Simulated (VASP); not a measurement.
Input of a VASP 6.6.1 run:

INCAR

```
SYSTEM = Si
PREC = Accurate ; ENCUT = 520
EDIFF = 1E-6 ; ISMEAR = 0
SIGMA = 0.1 ; LREAL = .FALSE.
LASPH = .TRUE. ; NELM = 80
ALGO = Normal ; ISIF = 2
LWAVE = .FALSE. ; LCHARG = .FALSE.
GGA = PE ; NBANDS = 11
```

KPOINTS

```
regular mesh
0
G
  9 9 4
  0 0 0
```

Contents of POSCAR:

```
Si
1.0
    2.7063290953      0.0000000000      0.0000000000
   -1.3531645476      2.3437497475      0.0000000000
    0.0000000000      0.0000000000      4.4997687546
Si
2
Direct
    0.3333333333      0.6666666667      0.2500000000
    0.6666666667      0.3333333333      0.7500000000
```

Potentials or basis: VASP PAW PBE potentials, release 64 (Si).

The run is started by

```bash
$ cat potpaw_PBE.64/Si/POTCAR > POTCAR
$ mpirun -np 1 vasp_std > vasp.out
```

Estimate the pressure.

0.0 GPa.

Estimate the band gap on the k mesh.

zero (band 4 reaches 18.88 eV, above the bottom of band 5 at 6.74 eV).

Stress tensor (GPa, compression positive):
```
-0.10  0.00  0.00
 0.00 -0.10  0.00
 0.00  0.00  0.17
```
